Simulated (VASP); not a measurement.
A run of VASP 6.6.1 is set up as follows.

Contents of INCAR:

```
ALGO = Normal ; EDIFF = 1E-8
ENCUT = 520 ; GGA = PS
ISIF = 2 ; ISMEAR = -1
LASPH = True ; LCHARG = False
LEFG = True ; LREAL = False
LWAVE = False ; NBANDS = 11
NELM = 80 ; PREC = Accurate
SIGMA = 0.05
```

File KPOINTS:

```
k-points
0
Gamma
  14 14 14
```

POSCAR

```
Hf
1.0
   -1.7684663730      1.7684663730      1.7684663730
    1.7684663730     -1.7684663730      1.7684663730
    1.7684663730      1.7684663730     -1.7684663730
Hf
1
Direct
    0.0000000000      0.0000000000      0.0000000000
```

Potentials or basis: VASP PAW PBE potentials, release 64 (Hf_pv).

The run is started by

```sh
$ cat potpaw_PBE.64/Hf_pv/POTCAR > POTCAR
$ mpirun -np 1 vasp_std > vasp.out
```

Problem. Predict the pressure.

Solution. -4.2 GPa.

Problem. Estimate the band gap on the k mesh.

Solution. Zero (band 5 reaches 6.01 eV, above the bottom of band 6 at 3.73 eV).

Caveat: without QUAD_EFG the Cq values of the log hold for a quadrupole moment of 1 mb, not for the nuclei; the PAW data sets were made with another functional, which shifts forces and pressure a little; spin-orbit coupling is left out, which moves the levels of the heavy elements.
